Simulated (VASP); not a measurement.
A run of VASP 6.6.1:

INCAR

```
SYSTEM = CuAu
PREC = Accurate ; ENCUT = 520
EDIFF = 1E-6 ; ISMEAR = 0
SIGMA = 0.15 ; LREAL = .False.
LASPH = .True. ; NELM = 60
ALGO = Fast ; ISIF = 2
LWAVE = .False. ; LCHARG = .False.
GGA = PE ; NBANDS = 18
```

Contents of KPOINTS:

```
regular mesh
0
Gamma
  18 18 14
  0 0 0
```

POSCAR

```
CuAu
1.0
    2.8000000000      0.0000000000      0.0000000000
    0.0000000000      2.8000000000      0.0000000000
    0.0000000000      0.0000000000      3.5782500000
Cu Au
1 1
Direct
    0.5000000000      0.5000000000      0.5000000000
    0.0000000000      0.0000000000      0.0000000000
```

Potentials or basis: VASP PAW PBE potentials, release 64 (Cu, Au).

Run with:

```sh
$ cat potpaw_PBE.64/Cu/POTCAR potpaw_PBE.64/Au/POTCAR > POTCAR
$ mpirun -np 1 vasp_std > vasp.out
```

Hardware: 1 thread of AMD EPYC 9R45 96-Core Processor (Zen 5) (shared host).

**Question.** How long does it take, and how much memory?

**Answer.** It took 2 min on 1 thread of AMD EPYC 9R45 96-Core Processor (Zen 5), with other jobs on the host, peak memory 0.31 GiB. Counts: scf iterations 16, k points 440.
